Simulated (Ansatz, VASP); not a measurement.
## Two plane-wave programs on AlN

```xyz
4
Lattice="3.1067 0.0000 0.0000 -1.5534 2.6905 0.0000 0.0000 0.0000 5.0032" Properties=species:S:1:pos:R:3 pbc="T T T"
Al    0.0000    1.7937    0.0009
Al    1.5534    0.8968    2.5025
N     0.0000    1.7937    1.9104
N     1.5534    0.8968    4.4120
```

Alike in both runs: task relaxation of the atoms; functional r2SCAN; k mesh 8 × 8 × 5; no spin polarisation.

|  | VASP | Ansatz |
| --- | --- | --- |
| version | VASP 6.6.1 | Ansatz 0.2.0 |
| potentials or method | VASP PAW PBE potentials, release 64 (Al, N) | scalar-relativistic, plane waves, PAW |
| plane-wave cutoff (eV) | 520 | 500 |
| occupations | gaussian, width 0.01 eV | fixed |
| valence electrons in the cell | 16 | 16 |

|  | VASP | Ansatz | Ansatz less VASP |
| --- | --- | --- | --- |
| gap on the k mesh at the Fermi level, each at its own relaxed structure (eV) | 4.90 | 4.86 | -0.040 |

VASP's potentials were made for PBE, not for r2SCAN. Ansatz's warnings: stress scf threshold loose.
